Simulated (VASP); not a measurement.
# Si2C3 (R-3m) in VASP: further runs

Si2C3 is run at these levels: PBE; tasks: single point.

Program: VASP 6.6.1. These are calculated values, not measurements. Logs are shortened: lines on timing, memory, paths and dates and some standing lists are left out, and cuts for length are marked.

## Step 1: The cell of the first run

It takes space group R-3m (No. 166, trigonal). Conventional cell: a = 3.050 Å, b = 3.050 Å, c = 19.168 Å, α = 90.00°, β = 90.00°, γ = 120.00°. Within 2.5 Å of Si (site symmetry 3m) lie 6 C at 1.86 to 2.28 Å. Within 3.1 Å of C (site symmetry -3m) lie 6 Si at 2.28 Å and 12 C at 2.69 to 3.05 Å. C (site symmetry 3m) has 3 Si at 1.86 Å within 2.5 Å.

The cell was generated, and may not be a known phase.

## Step 2: Single point, PBE

Contents of INCAR:

```
SYSTEM = Si2C3
PREC = Accurate ; ENCUT = 520
EDIFF = 1E-6 ; ISMEAR = 0
SIGMA = 0.1 ; LREAL = .FALSE.
LASPH = .TRUE. ; NELM = 60
ALGO = Normal ; ISIF = 2
LWAVE = .FALSE. ; LCHARG = .FALSE.
GGA = PE ; NBANDS = 18
```

Contents of KPOINTS:

```
regular mesh
0
G
  6 6 6
  0 0 0
```

Contents of POSCAR:

```
Si2C3
1.0
    1.5250146695      0.8804676300      6.3893750817
   -1.5250146695      0.8804676300      6.3893750817
    0.0000000000     -1.7609352599      6.3893750817
Si C
2 3
Direct
    0.4088784828      0.4088784828      0.4088784828
    0.5911215172      0.5911215172      0.5911215172
    0.0000000000      0.0000000000      0.0000000000
    0.2270478024      0.2270478024      0.2270478024
    0.7729521976      0.7729521976      0.7729521976
```

Potentials or basis: VASP PAW PBE potentials, release 64 (Si, C).

Run with:

```bash
$ cat potpaw_PBE.64/Si/POTCAR potpaw_PBE.64/C/POTCAR > POTCAR
$ mpirun -np 1 vasp_std > vasp.out
```

OUTCAR:

```text
SYSTEM = Si2C3
   PREC = Accurate
   ENCUT = 520
   EDIFF = 1E-6
   ISMEAR = 0
   LREAL = .FALSE.
   LASPH = .TRUE.
   NELM = 60
   ISIF = 2
   GGA = PE

 ion  position               nearest neighbor table
   1  0.409  0.409  0.409-   5 1.86   5 1.86   5 1.86   3 2.28   3 2.28   3 2.28
   2  0.591  0.591  0.591-   4 1.86   4 1.86   4 1.86   3 2.28   3 2.28   3 2.28
   3  0.000  0.000  0.000-   2 2.28   2 2.28   1 2.28   1 2.28   2 2.28   1 2.28
   4  0.227  0.227  0.227-   2 1.86   2 1.86   2 1.86
   5  0.773  0.773  0.773-   1 1.86   1 1.86   1 1.86

  LATTYP: Found a trigonal (rhomboedric) cell.
 ALAT       =     6.6275943542
 COS(alpha) =     0.8941072567

  Lattice vectors:

 A1 = (   1.5250146695,   0.8804676300,   6.3893750817)
 A2 = (  -1.5250146695,   0.8804676300,   6.3893750817)
 A3 = (   0.0000000000,  -1.7609352599,   6.3893750817)

Analysis of symmetry for initial positions (statically):
=====================================================================
 Subroutine PRICEL returns:
 Original cell was already a primitive cell.

 Routine SETGRP: Setting up the symmetry group for a
 trigonal (rhombohedral) supercell.

 Subroutine GETGRP returns: Found 12 space group operations
 (whereof 12 operations were pure point group operations)
 out of a pool of 12 trial point group operations.

The static configuration has the point symmetry D_3d.

Analysis of symmetry for dynamics (positions and initial velocities):
=====================================================================
 Subroutine PRICEL returns:
 Original cell was already a primitive cell.

 Routine SETGRP: Setting up the symmetry group for a
 trigonal (rhombohedral) supercell.

 Subroutine GETGRP returns: Found 12 space group operations
 (whereof 12 operations were pure point group operations)
 out of a pool of 12 trial point group operations.

The dynamic configuration has the point symmetry D_3d.

 Subroutine INISYM returns: Found 12 space group operations
 (whereof 12 operations are pure point group operations),
 and found     1 'primitive' translations

----------------------------------------------------------------------------------------

                                     Primitive cell

  volume of cell :      51.4751

  direct lattice vectors                    reciprocal lattice vectors
     1.525014669  0.880467630  6.389375082     0.327865699  0.189293349  0.052169943
    -1.525014669  0.880467630  6.389375082    -0.327865699  0.189293349  0.052169943
     0.000000000 -1.760935260  6.389375082     0.000000000 -0.378586699  0.052169943

  length of vectors
     6.627594354  6.627594354  6.627594354     0.382164351  0.382164351  0.382164351

  position of ions in fractional coordinates (direct lattice)
     0.408878483  0.408878483  0.408878483
     0.591121517  0.591121517  0.591121517
     0.000000000  0.000000000  0.000000000
     0.227047802  0.227047802  0.227047802
     0.772952198  0.772952198  0.772952198

  ion indices of the primitive-cell ions
   primitive index   ion index
                 1           1
                 2           2
                 3           3
                 4           4
                 5           5

----------------------------------------------------------------------------------------

 KPOINTS: regular mesh

Automatic generation of k-mesh.
 Grid dimensions read from file:
 generate k-points for:    6    6    6

 Generating k-lattice:

  Cartesian coordinates                     Fractional coordinates (reciprocal lattice)
     0.054644283  0.031548892  0.008694990     0.166666667  0.000000000  0.000000000
    -0.054644283  0.031548892  0.008694990     0.000000000  0.166666667  0.000000000
     0.000000000 -0.063097783  0.008694990     0.000000000  0.000000000  0.166666667

  Length of vectors
     0.063694059  0.063694059  0.063694059

  Shift w.r.t. Gamma in fractional coordinates (k-lattice)
     0.000000000  0.000000000  0.000000000

 Subroutine IBZKPT returns following result:
 ===========================================

 Found     32 irreducible k-points:

 Following reciprocal coordinates:
            Coordinates               Weight
  0.000000  0.000000  0.000000      1.000000
  0.166667  0.000000  0.000000      6.000000
  0.333333 -0.000000  0.000000      6.000000
  0.500000 -0.000000  0.000000      3.000000
  0.166667  0.166667  0.000000      6.000000
  0.333333  0.166667  0.000000     12.000000
[... 16 lines left out ...]
  0.500000  0.500000  0.166667      6.000000
 -0.333333  0.500000  0.166667     12.000000
 [... further k-points ...]
   k-points           NKPTS =     32   k-points in BZ     NKDIM =     32   number of bands    NBANDS=     18
   number of dos      NEDOS =    301   number of ions     NIONS =      5
   total plane-waves  NPLWV = 125000
   dimension x,y,z NGX =    50 NGY =   50 NGZ =   50
   dimension x,y,z NGXF=   100 NGYF=  100 NGZF=  100
   ions per type =               2   3
   NGX,Y,Z   is equivalent  to a cutoff of  12.54, 12.54, 12.54 a.u.
   NGXF,Y,Z  is equivalent  to a cutoff of  25.08, 25.08, 25.08 a.u.
 SYSTEM =  Si2C3
   PREC   = accura    normal or accurate (medium, high low for compatibility)
   ISTART =      0    job   : 0-new  1-cont  2-samecut
   ICHARG =      2    charge: 1-file 2-atom 10-const
   ISPIN  =      1    spin polarized calculation?
   LNONCOLLINEAR =      F non collinear calculations
   LSORBIT =      F    spin-orbit coupling
   LASPH  =      T    aspherical Exc in radial PAW
   ENCUT  =  520.0 eV  38.22 Ry    6.18 a.u.  12.32 12.32 12.32*2*pi/ulx,y,z
   NELM   =     60;   NELMIN=  2; NELMDL= -5     # of ELM steps
   EDIFF  = 0.1E-05   stopping-criterion for ELM
   LREAL  =      F    real-space projection
   EDIFFG = 0.1E-04   stopping-criterion for IOM
   NSW    =      0    number of steps for IOM
   IBRION =     -1    ionic relax: 0-MD 1-quasi-New 2-CG
   NFREE  =      0    steps in history (QN), initial steepest desc. (CG)
   ISIF   =      2    stress and relaxation
   ISYM   =      2    0-nonsym 1-usesym 2-fastsym
   POTIM  = 0.5000    time-step for ionic-motion
   TEBEG  =    0.0;   TEEND  =   0.0 temperature during run
   PSTRESS=    0.0 pullay stress
   NELECT =      20.0000    total number of electrons
   NUPDOWN=      -1.0000    fix difference up-down
   EMIN   =  10.00;   EMAX   =-10.00  energy-range for DOS
   EFERMI =   0.00;   METHOD = LEGACY
   ISMEAR =     0;   SIGMA  =   0.10  broadening in eV -4-tet -1-fermi 0-gaus
   EFERMI_NEDOS =   21; number of points for ismear=-14 and -15
   IALGO  =     38    algorithm
   IMIX   =      4    mixing-type and parameters
     AMIX     =   0.40;   BMIX     =  1.00
     AMIX_MAG =   1.60;   BMIX_MAG =  1.00
  volume/ion in A,a.u.               =      10.30        69.47
  Fermi-wavevector in a.u.,A,eV,Ry     =   1.194591  2.257449 19.416154  1.427047
  Thomas-Fermi vector in A             =   2.330577
   LORBIT       =      0    0 simple, 1 ext, 2 COOP (PROOUT), +10 PAW based schemes
   GGA     = PE    functional components
   LHFCALC =     F    Hartree Fock is set to
   AEXX    =    0.0000 exact exchange contribution
   IVDW    =     0    specifies the selected vdW correction
   LEPSILON=     F    determine dielectric tensor
   LRPA    =     F    only Hartree local field effects (RPA)
 non-spin polarized calculation
 Gauss-broadening in eV      SIGMA  =   0.10
  energy-cutoff  :      520.00
  volume of cell :       51.48
 maximum number of plane-waves:      1403
 NGX is ok and might be reduce to    50
   NGX = 25   NGY = 25   NGZ = 25

 number of electron      20.0000000 magnetization

 Free energy of the ion-electron system (eV)
  ---------------------------------------------------
  ext. energy  EPLUGINS =         0.00000000
  ---------------------------------------------------
  free energy    TOTEN  =       -31.62609519 eV

  energy without entropy =      -31.61571223  energy(sigma->0) =      -31.62090371

 E-fermi :   7.4852     XC(G=0): -11.3547

 val. band max:        7.4430114767   @ k =   0.3333   0.3333   0.0000
 cond. band min:       7.4951211733   @ k =   0.5000   0.3333  -0.0000
 fundamental gap:      0.0521096967
 Fermi energy:         7.4852071753

 k-point     1 :       0.0000    0.0000    0.0000
  band No.  band energies     occupation
      1      -8.5240      2.00000
      2      -6.5768      2.00000
      3      -3.5450      2.00000
      4       3.5747      2.00000
      5       5.0042      2.00000
      6       6.3446      2.00000
[... 10 lines left out ...]
     17      14.6592      0.00000
     18      16.3312      0.00000

 k-point     2 :       0.1667    0.0000    0.0000
  band No.  band energies     occupation
      1      -8.0111      2.00000
      2      -6.1208      2.00000
      3      -3.1213      2.00000
      4       3.2299      2.00000
      5       4.1172      2.00000
      6       4.6003      2.00000
[... 10 lines left out ...]
     17      15.9695      0.00000
     18      16.6369      0.00000

 k-point     3 :       0.3333   -0.0000    0.0000
  band No.  band energies     occupation
      1      -6.5115      2.00000
      2      -4.8359      2.00000
      3      -2.2889      2.00000
      4       0.3127      2.00000
      5       1.4506      2.00000
      6       3.9162      2.00000
[... 10 lines left out ...]
     17      17.1096      0.00000
     18      17.9423      0.00000

 k-point     4 :       0.5000   -0.0000    0.0000
  band No.  band energies     occupation
      1      -4.4410      2.00000
      2      -4.1852      2.00000
      3      -2.9809      2.00000
      4      -1.2847      2.00000
      5       1.2393      2.00000
      6       1.8599      2.00000
[... 375 lines left out ...]
      4      -0.5576      2.00000
      5       0.6497      2.00000
      6       1.7702      2.00000
[... 10 lines left out ...]
     17      18.4473      0.00000
     18      18.9875      0.00000

 k-point    23 :       0.5000    0.5000    0.1667
  band No.  band energies     occupation
      1      -6.3029      2.00000
      2      -5.3123      2.00000
      3      -1.9030      2.00000
      4       0.6505      2.00000
      5       1.4634      2.00000
      6       3.3324      2.00000
[... 10 lines left out ...]
     17      17.1558      0.00000
     18      18.2670      0.00000

 k-point    24 :      -0.3333    0.5000    0.1667
  band No.  band energies     occupation
      1      -4.8918      2.00000
      2      -4.1865      2.00000
      3      -2.4294      2.00000
      4      -0.3527      2.00000
      5       0.8321      2.00000
      6       2.3365      2.00000
[... 10 lines left out ...]
     17      17.8592      0.00000
     18      18.6914      0.00000

 [... further k-points ...]

------------------------ aborting loop because EDIFF is reached ----------------------------------------

  FORCE on cell =-STRESS in cart. coord.  units (eV):
  Direction    XX          YY          ZZ          XY          YZ          ZX
  --------------------------------------------------------------------------------------
  -------------------------------------------------------------------------------------
  Total       -0.0832522     -0.0832522     -0.0830803      0.0000000     -0.0000000      0.0000000
  in kB       -2.5912506     -2.5912506     -2.5858994      0.0000000     -0.0000000      0.0000000
  external PRESSURE =      -2.5894669 kB  Pullay stress =       0.0000000 kB

 VOLUME and BASIS-vectors are now :
 -----------------------------------------------------------------------------
  energy-cutoff  :      520.00
  volume of cell :       51.48
      direct lattice vectors                 reciprocal lattice vectors
     1.525014669  0.880467630  6.389375082     0.327865699  0.189293349  0.052169943
    -1.525014669  0.880467630  6.389375082    -0.327865699  0.189293349  0.052169943
     0.000000000 -1.760935260  6.389375082     0.000000000 -0.378586699  0.052169943

 POSITION                                       TOTAL-FORCE (eV/Angst)
 -----------------------------------------------------------------------------------
      0.00000      0.00000      7.83743         0.000000      0.000000      0.018433
      0.00000      0.00000     11.33069         0.000000     -0.000000     -0.018433
      0.00000      0.00000      0.00000         0.000000     -0.000000      0.000000
      0.00000      0.00000      4.35208         0.000000      0.000000      0.010047
      0.00000      0.00000     14.81604         0.000000     -0.000000     -0.010047
 -----------------------------------------------------------------------------------
    total drift:                                0.000000      0.000000      0.000000

  FREE ENERGIE OF THE ION-ELECTRON SYSTEM (eV)
  ---------------------------------------------------
  free  energy   TOTEN  =       -31.6260951925 eV

  energy  without entropy=      -31.6157122348  energy(sigma->0) =      -31.62090371
```

It took 1.7 min on 1 thread of Intel Xeon 8259CL, shared host; peak memory 0.33 GiB.

Results:

```yaml
Free_energy: -31.6261 eV
Pressure: -0.3 GPa
Largest_force: 0.018 eV/Å
Band_gap_on_the_k_mesh: zero (bands 10 and 11 overlap by 1.07 eV)
```

Forces on the atoms (eV/Å):
```
Si   0.000  0.000  0.018
Si   0.000  0.000 -0.018
C    0.000  0.000  0.000
C    0.000  0.000  0.010
C    0.000  0.000 -0.010
```

Caveat: the k points lie up to 0.40 Å⁻¹ apart, too coarse for converged energies and pressures of a metal.

## Step 3: Single point, PBE

This run uses another cell than the first one, of 13.30 Å³/atom.

Contents of INCAR:

```
PREC = Accurate ; ENCUT = 520
EDIFF = 1E-6 ; ISMEAR = 0
SIGMA = 0.1 ; LREAL = False
LASPH = True ; NELM = 100
ALGO = Normal ; ISIF = 2
LWAVE = False ; LCHARG = False
GGA = PE ; NBANDS = 18
```

Contents of KPOINTS:

```
Automatic mesh
0
Gamma
  6 6 6
```

Contents of POSCAR:

```
Si2C3
1.0
    1.6090491000      0.9289849300      7.4143904000
   -1.6090491000      0.9289849300      7.4143904000
    0.0000000000     -1.8579698600      7.4143904000
Si C
2 3
Direct
    0.4007999900      0.4007999900      0.4007999900
    0.5992000100      0.5992000100      0.5992000100
    0.0000000000      0.0000000000      0.0000000000
    0.2117000100      0.2117000100      0.2117000100
    0.7882999900      0.7882999900      0.7882999900
```

Potentials or basis: VASP PAW PBE potentials, release 64 (Si, C).

Run with:

```bash
$ cat potpaw_PBE.64/Si/POTCAR potpaw_PBE.64/C/POTCAR > POTCAR
$ mpirun -np 1 vasp_std > vasp.out
```

Wall time 3.4 min (1 thread of Intel Xeon 8259CL, shared host); peak memory 0.44 GiB.

Results (log left out):

```yaml
Free_energy: -27.7428 eV
Pressure: -32.4 GPa
Largest_force: 2.525 eV/Å
Band_gap_on_the_k_mesh: zero (bands 10 and 11 overlap by 1.60 eV)
```

Forces on the atoms (eV/Å):
```
Si   0.000  0.000  1.094
Si   0.000  0.000 -1.094
C    0.000  0.000  0.000
C    0.000  0.000  2.525
C    0.000  0.000 -2.525
```

Stress tensor (GPa, compression positive):
```
-26.81   0.00   0.00
  0.00 -26.81   0.00
  0.00   0.00 -43.43
```

Levels at points of the mesh, in eV from the Fermi level:
```
           k point  band 8  band 9  band 10  band 11  band 12  band 13
(0.00, 0.00, 0.00)    0.65    0.65     1.07     1.07     2.11     3.40
(0.50, 0.00, 0.00)   -1.52   -1.26    -1.00     0.44     0.49     0.89
(0.50, 0.50, 0.00)   -1.93   -1.77    -0.24     0.22     0.38     1.75
(0.50, 0.50, 0.50)    0.56    0.75     0.75     1.02     1.02     4.31
```

Caveat: the k points lie up to 0.38 Å⁻¹ apart, too coarse for converged energies and pressures of a metal; forces of over 1 eV/Å act on the atoms, so gaps and moduli don't describe the material at rest.

## Step 4: Single point, PBE

This run uses another cell than the first one, of 10.43 Å³/atom.

Contents of INCAR:

```
PREC = Accurate
ENCUT = 520
EDIFF = 1E-7
ISMEAR = 0
SIGMA = 0.1
LREAL = False
LASPH = True
NELM = 80
ALGO = Normal
ISIF = 2
LWAVE = False
LCHARG = True
GGA = PE
LELF = True
LVHAR = True
NBANDS = 18
```

Contents of KPOINTS:

```
regular mesh
0
Gamma
  12 12 12
```

Contents of POSCAR:

```
Si2C3
1.0
    1.5256927211      0.8808591033      6.4681286356
   -1.5256927211      0.8808591033      6.4681286356
    0.0000000000     -1.7617182065      6.4681286356
Si C
2 3
Direct
    0.4093274659      0.4093274659      0.4093274659
    0.5906725341      0.5906725341      0.5906725341
    0.0000000000      0.0000000000      0.0000000000
    0.2280836854      0.2280836854      0.2280836854
    0.7719163146      0.7719163146      0.7719163146
```

Run with:

```bash
$ cat potpaw_PBE.64/Si/POTCAR potpaw_PBE.64/C/POTCAR > POTCAR
$ mpirun -np 1 vasp_std > vasp.out
```

Wall time 16 min (1 thread of Intel Xeon 8259CL, shared host); peak memory 0.42 GiB.

Results (log left out):

```yaml
Free_energy: -31.5671 eV
Pressure: 0.0 GPa
Largest_force: 0.014 eV/Å
Band_gap_on_the_k_mesh: zero (bands 10 and 11 overlap by 1.33 eV)
```

Forces on the atoms (eV/Å):
```
Si   0.000  0.000  0.014
Si   0.000  0.000 -0.014
C    0.000  0.000  0.000
C    0.000  0.000  0.006
C    0.000  0.000 -0.006
```

Levels at points of the mesh, in eV from the Fermi level:
| k point | band 7 | band 8 | band 9 | band 10 | band 11 | band 12 | band 13 | band 14 |
| --- | --- | --- | --- | --- | --- | --- | --- | --- |
| (0.00, 0.00, 0.00) | -1.19 | -1.10 | -1.10 | 0.42 | 0.42 | 2.67 | 6.06 | 6.71 |
| (0.50, 0.00, 0.00) | -3.41 | -2.96 | -1.49 | -1.28 | 0.44 | 1.37 | 1.61 | 5.30 |
| (0.50, 0.50, 0.00) | -3.67 | -2.52 | -1.85 | -1.05 | 0.16 | 0.48 | 1.91 | 4.83 |
| (0.50, 0.50, 0.50) | -1.09 | -1.09 | 0.44 | 0.44 | 0.76 | 0.80 | 6.43 | 6.82 |

## Step 5: The runs side by side

```csv
cell,k mesh,gap on the mesh (eV),pressure (GPa),largest force (eV/Å)
"a = 6.628 Å, angles 26.6°, 5 atoms, atomic positions A",6 × 6 × 6,none,-0.3,0.02
"a = 7.644 Å, angles 24.3°, 5 atoms, atomic positions B",6 × 6 × 6,none,-32.4,2.52
"a = 6.704 Å, angles 26.3°, 5 atoms, atomic positions C",12 × 12 × 12,none,0.0,0.01
```

Alike in all rows: task single point; level PBE; potentials or basis VASP PAW PBE potentials, release 64 (Si, C); no spin polarisation; cutoff (eV) 520; smearing gaussian 0.1 eV.

Caveats: some runs use coarse meshes; forces of over 1 eV/Å act on the atoms, so gaps and moduli don't describe the material at rest (at least some runs).

Total energies depend on the potentials used, so only differences within one code and one set of settings carry meaning.

The gap in the log of VASP goes by the Fermi energy; the results here count the filled bands.